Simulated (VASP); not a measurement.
# Re (Cmce) in VASP: single point with PBEsol

Aim: the single point of Re with PBEsol.

Program: VASP 6.6.1. These are calculated values, not measurements. Logs are shortened: lines on timing, memory, paths and dates and some standing lists are left out, and cuts for length are marked.

## 1. The cell of the first run

It takes space group Cmce (No. 64, orthorhombic). Conventional cell: a = 3.900 Å, b = 8.547 Å, c = 3.950 Å, α = 90.00°, β = 90.00°, γ = 90.00°. Re (site symmetry m) has 9 Re at 2.46 to 3.02 Å within 3.3 Å.

## 2. Single point, PBEsol

File INCAR:

```
SYSTEM = Re
ALGO = Normal ; EDIFF = 1E-6
ENCUT = 500 ; GGA = PS
GGA_COMPAT = .FALSE. ; ISIF = 2
ISMEAR = 0 ; LASPH = .TRUE.
LCHARG = .FALSE. ; LREAL = .FALSE.
LWAVE = .FALSE. ; NBANDS = 38
NELM = 120 ; PREC = Accurate
SIGMA = 0.1
```

File KPOINTS:

```
k-points
0
G
  14 14 12
  0 0 0
```

File POSCAR:

```
Re
1.0
    1.9497951467     -4.2736807068      0.0000000000
    1.9497951467      4.2736807068      0.0000000000
    0.0000000000      0.0000000000      3.9499440288
Re
4
Direct
    0.1427561210      0.8572438790      0.0418513866
    0.6427561210      0.3572438790      0.4581486134
    0.8572438790      0.1427561210      0.9581486134
    0.3572438790      0.6427561210      0.5418513866
```

Potentials or basis: VASP PAW PBE potentials, release 64 (Re_sv_GW).

Started as:

```console
cat potpaw_PBE.64/Re_sv_GW/POTCAR > POTCAR
mpirun -np 1 vasp_std > vasp.out
```

OUTCAR:

```text
SYSTEM = Re
   EDIFF = 1E-6
   ENCUT = 500
   GGA = PS
   ISIF = 2
   ISMEAR = 0
   LASPH = .TRUE.
   LREAL = .FALSE.
   NELM = 120
   PREC = Accurate

 ion  position               nearest neighbor table
   1  0.143  0.857  0.042-   3 2.46   2 2.55   2 2.55   4 2.69   4 2.69   3 2.70   3 2.70   2 3.02
                             2 3.02
   2  0.643  0.357  0.458-   4 2.46   1 2.55   1 2.55   3 2.69   3 2.69   4 2.70   4 2.70   1 3.02
                             1 3.02
   3  0.857  0.143  0.958-   1 2.46   4 2.55   4 2.55   2 2.69   2 2.69   1 2.70   1 2.70   4 3.02
                             4 3.02
   4  0.357  0.643  0.542-   2 2.46   3 2.55   3 2.55   1 2.69   1 2.69   2 2.70   2 2.70   3 3.02
                             3 3.02

  LATTYP: Found a base centered orthorhombic cell.
 ALAT       =     3.8995902934
 B/A-ratio  =     2.1918613933
 C/A-ratio  =     1.0129125707

  Lattice vectors:

 A1 = (   1.9497951467,  -4.2736807068,   0.0000000000)
 A2 = (   1.9497951467,   4.2736807068,   0.0000000000)
 A3 = (   0.0000000000,   0.0000000000,   3.9499440288)

Analysis of symmetry for initial positions (statically):
=====================================================================
 Subroutine PRICEL returns:
 Original cell was already a primitive cell.

 Routine SETGRP: Setting up the symmetry group for a
 base centered orthorhombic supercell.

 Subroutine GETGRP returns: Found  8 space group operations
 (whereof  4 operations were pure point group operations)
 out of a pool of  8 trial point group operations.

The static configuration has the point symmetry C_2h.
 The point group associated with its full space group is D_2h.

Analysis of symmetry for dynamics (positions and initial velocities):
=====================================================================
 Subroutine PRICEL returns:
 Original cell was already a primitive cell.

 Routine SETGRP: Setting up the symmetry group for a
 base centered orthorhombic supercell.

 Subroutine GETGRP returns: Found  8 space group operations
 (whereof  4 operations were pure point group operations)
 out of a pool of  8 trial point group operations.

The dynamic configuration has the point symmetry C_2h.
 The point group associated with its full space group is D_2h.

 Subroutine INISYM returns: Found  8 space group operations
 (whereof  4 operations are pure point group operations),
 and found     1 'primitive' translations

----------------------------------------------------------------------------------------

                                     Primitive cell

  volume of cell :      65.8282

  direct lattice vectors                    reciprocal lattice vectors
     1.949795147 -4.273680707  0.000000000     0.256437196 -0.116995170  0.000000000
     1.949795147  4.273680707  0.000000000     0.256437196  0.116995170  0.000000000
     0.000000000  0.000000000  3.949944029     0.000000000  0.000000000  0.253168144

  length of vectors
     4.697451213  4.697451213  3.949944029     0.281865048  0.281865048  0.253168144

  position of ions in fractional coordinates (direct lattice)
     0.142756121  0.857243879  0.041851387
     0.642756121  0.357243879  0.458148613
     0.857243879  0.142756121  0.958148613
     0.357243879  0.642756121  0.541851387

  ion indices of the primitive-cell ions
   primitive index   ion index
                 1           1
                 2           2
                 3           3
                 4           4

----------------------------------------------------------------------------------------

 KPOINTS: k-points

Automatic generation of k-mesh.
 Grid dimensions read from file:
 generate k-points for:   14   14   12

 Generating k-lattice:

  Cartesian coordinates                     Fractional coordinates (reciprocal lattice)
     0.018316943 -0.008356798  0.000000000     0.071428571  0.000000000  0.000000000
     0.018316943  0.008356798  0.000000000     0.000000000  0.071428571  0.000000000
     0.000000000  0.000000000  0.021097345     0.000000000  0.000000000  0.083333333

  Length of vectors
     0.020133218  0.020133218  0.021097345

  Shift w.r.t. Gamma in fractional coordinates (k-lattice)
     0.000000000  0.000000000  0.000000000

 Subroutine IBZKPT returns following result:
 ===========================================

 Found    399 irreducible k-points:

 Following reciprocal coordinates:
            Coordinates               Weight
  0.000000  0.000000  0.000000      1.000000
  0.071429  0.000000  0.000000      4.000000
  0.142857 -0.000000  0.000000      4.000000
  0.214286 -0.000000  0.000000      4.000000
  0.285714  0.000000  0.000000      4.000000
  0.357143 -0.000000  0.000000      4.000000
[... 16 lines left out ...]
  0.214286  0.142857  0.000000      4.000000
  0.285714  0.142857  0.000000      4.000000
 [... further k-points ...]
   k-points           NKPTS =    399   k-points in BZ     NKDIM =    399   number of bands    NBANDS=     38
   number of dos      NEDOS =    301   number of ions     NIONS =      4
   total plane-waves  NPLWV =  38880
   dimension x,y,z NGX =    36 NGY =   36 NGZ =   30
   dimension x,y,z NGXF=    72 NGYF=   72 NGZF=   60
   ions per type =               4
   NGX,Y,Z   is equivalent  to a cutoff of  12.74, 12.74, 12.63 a.u.
   NGXF,Y,Z  is equivalent  to a cutoff of  25.48, 25.48, 25.25 a.u.
 SYSTEM =  Re
   PREC   = accura    normal or accurate (medium, high low for compatibility)
   ISTART =      0    job   : 0-new  1-cont  2-samecut
   ICHARG =      2    charge: 1-file 2-atom 10-const
   ISPIN  =      1    spin polarized calculation?
   LNONCOLLINEAR =      F non collinear calculations
   LSORBIT =      F    spin-orbit coupling
   LASPH  =      T    aspherical Exc in radial PAW
   ENCUT  =  500.0 eV  36.75 Ry    6.06 a.u.   8.56  8.56  7.20*2*pi/ulx,y,z
   NELM   =    120;   NELMIN=  2; NELMDL= -5     # of ELM steps
   EDIFF  = 0.1E-05   stopping-criterion for ELM
   LREAL  =      F    real-space projection
   EDIFFG = 0.1E-04   stopping-criterion for IOM
   NSW    =      0    number of steps for IOM
   IBRION =     -1    ionic relax: 0-MD 1-quasi-New 2-CG
   NFREE  =      0    steps in history (QN), initial steepest desc. (CG)
   ISIF   =      2    stress and relaxation
   ISYM   =      2    0-nonsym 1-usesym 2-fastsym
   POTIM  = 0.5000    time-step for ionic-motion
   TEBEG  =    0.0;   TEEND  =   0.0 temperature during run
   PSTRESS=    0.0 pullay stress
   NELECT =      60.0000    total number of electrons
   NUPDOWN=      -1.0000    fix difference up-down
   EMIN   =  10.00;   EMAX   =-10.00  energy-range for DOS
   EFERMI =   0.00;   METHOD = LEGACY
   ISMEAR =     0;   SIGMA  =   0.10  broadening in eV -4-tet -1-fermi 0-gaus
   EFERMI_NEDOS =   21; number of points for ismear=-14 and -15
   IALGO  =     38    algorithm
   IMIX   =      4    mixing-type and parameters
     AMIX     =   0.40;   BMIX     =  1.00
     AMIX_MAG =   1.60;   BMIX_MAG =  1.00
  volume/ion in A,a.u.               =      16.46       111.06
  Fermi-wavevector in a.u.,A,eV,Ry     =   1.587284  2.999531 34.279468  2.519470
  Thomas-Fermi vector in A             =   2.686465
   LORBIT       =      0    0 simple, 1 ext, 2 COOP (PROOUT), +10 PAW based schemes
   GGA     = PS    functional components
   LHFCALC =     F    Hartree Fock is set to
   AEXX    =    0.0000 exact exchange contribution
   IVDW    =     0    specifies the selected vdW correction
   LEPSILON=     F    determine dielectric tensor
   LRPA    =     F    only Hartree local field effects (RPA)
 non-spin polarized calculation
 Gauss-broadening in eV      SIGMA  =   0.10
  energy-cutoff  :      500.00
  volume of cell :       65.83
 maximum number of plane-waves:      1694
 NGX is ok and might be reduce to    36
   NGX = 17   NGY = 17   NGZ = 15

 number of electron      59.9999994 magnetization

 Free energy of the ion-electron system (eV)
  ---------------------------------------------------
  ext. energy  EPLUGINS =         0.00000000
  ---------------------------------------------------
  free energy    TOTEN  =       -56.82430643 eV

  energy without entropy =      -56.80486691  energy(sigma->0) =      -56.81458667

 E-fermi :  11.2975     XC(G=0): -13.5210

 val. band max:       11.2971094640   @ k =  -0.2143   0.2143   0.5000
 cond. band min:      11.2979830458   @ k =   0.2857   0.1429   0.2500
 fundamental gap:      0.0008735819
 Fermi energy:        11.2975003164

 k-point     1 :       0.0000    0.0000    0.0000
  band No.  band energies     occupation
      1     -68.7504      2.00000
      2     -68.5882      2.00000
      3     -68.5729      2.00000
      4     -68.5139      2.00000
      5     -31.2797      2.00000
      6     -31.0209      2.00000
[... 30 lines left out ...]
     37      15.6138      0.00000
     38      16.0942      0.00000

 k-point     2 :       0.0714    0.0000    0.0000
  band No.  band energies     occupation
      1     -68.7478      2.00000
      2     -68.5890      2.00000
      3     -68.5727      2.00000
      4     -68.5159      2.00000
      5     -31.2717      2.00000
      6     -31.0146      2.00000
[... 30 lines left out ...]
     37      15.5714      0.00000
     38      15.9995      0.00000

 k-point     3 :       0.1429   -0.0000    0.0000
  band No.  band energies     occupation
      1     -68.7403      2.00000
      2     -68.5915      2.00000
      3     -68.5721      2.00000
      4     -68.5217      2.00000
      5     -31.2480      2.00000
      6     -30.9969      2.00000
[... 30 lines left out ...]
     37      15.4209      0.00000
     38      15.8727      0.00000

 k-point     4 :       0.2143   -0.0000    0.0000
  band No.  band energies     occupation
      1     -68.7282      2.00000
      2     -68.5963      2.00000
      3     -68.5710      2.00000
      4     -68.5301      2.00000
      5     -31.2101      2.00000
      6     -30.9796      2.00000
[... 30 lines left out ...]
     37      15.0848      0.00000
     38      16.2290      0.00000
[... 703 lines left out ...]
      4     -68.5444      2.00000
      5     -31.2192      2.00000
      6     -30.9759      2.00000
[... 30 lines left out ...]
     37      14.9247      0.00000
     38      16.4614      0.00000

 k-point    23 :       0.2143    0.1429    0.0000
  band No.  band energies     occupation
      1     -68.7043      2.00000
      2     -68.6060      2.00000
      3     -68.5592      2.00000
      4     -68.5564      2.00000
      5     -31.1882      2.00000
      6     -30.9585      2.00000
[... 30 lines left out ...]
     37      14.8941      0.00000
     38      15.4705      0.00000

 k-point    24 :       0.2857    0.1429    0.0000
  band No.  band energies     occupation
      1     -68.6860      2.00000
      2     -68.6157      2.00000
      3     -68.5730      2.00000
      4     -68.5514      2.00000
      5     -31.1505      2.00000
      6     -30.9358      2.00000
[... 30 lines left out ...]
     37      14.7005      0.00000
     38      14.8549      0.00000

 [... further k-points ...]

------------------------ aborting loop because EDIFF is reached ----------------------------------------

  FORCE on cell =-STRESS in cart. coord.  units (eV):
  Direction    XX          YY          ZZ          XY          YZ          ZX
  --------------------------------------------------------------------------------------
  -------------------------------------------------------------------------------------
  Total       -0.9458732     -0.9546889     -0.9322911      0.0000000      0.0000000      0.0000000
  in kB      -23.0213873    -23.2359511    -22.6908171      0.0000000      0.0000000      0.0000000
  external PRESSURE =     -22.9827185 kB  Pullay stress =       0.0000000 kB

 VOLUME and BASIS-vectors are now :
 -----------------------------------------------------------------------------
  energy-cutoff  :      500.00
  volume of cell :       65.83
      direct lattice vectors                 reciprocal lattice vectors
     1.949795147 -4.273680707  0.000000000     0.256437196 -0.116995170  0.000000000
     1.949795147  4.273680707  0.000000000     0.256437196  0.116995170  0.000000000
     0.000000000  0.000000000  3.949944029     0.000000000  0.000000000  0.253168144

 POSITION                                       TOTAL-FORCE (eV/Angst)
 -----------------------------------------------------------------------------------
      1.94980      3.05349      0.16531         0.000000     -0.012385      0.013922
      1.94980     -1.22019      1.80966         0.000000     -0.012385     -0.013922
      1.94980     -3.05349      3.78463         0.000000      0.012385     -0.013922
      1.94980      1.22019      2.14028         0.000000      0.012385      0.013922
 -----------------------------------------------------------------------------------
    total drift:                               -0.000000     -0.000000     -0.000000

  FREE ENERGIE OF THE ION-ELECTRON SYSTEM (eV)
  ---------------------------------------------------
  free  energy   TOTEN  =       -56.8243064288 eV

  energy  without entropy=      -56.8048669093  energy(sigma->0) =      -56.81458667
```

Run time: 10 min. Hardware: 1 thread of Intel Xeon Platinum 8488C (Sapphire Rapids), shared host; peak memory 0.73 GiB.

Results:

```yaml
Free_energy: -56.8243 eV
Pressure: -2.3 GPa
Largest_force: 0.019 eV/Å
Band_gap_on_the_k_mesh: zero (bands 30 and 31 overlap by 2.15 eV)
```

Forces on the atoms (eV/Å):
```
Re   0.000 -0.012  0.014
Re   0.000 -0.012 -0.014
Re   0.000  0.012 -0.014
Re   0.000  0.012  0.014
```

Caveat: the PAW data sets were made with another functional, which shifts forces and pressure a little; spin-orbit coupling is left out, which moves the levels of the heavy elements.
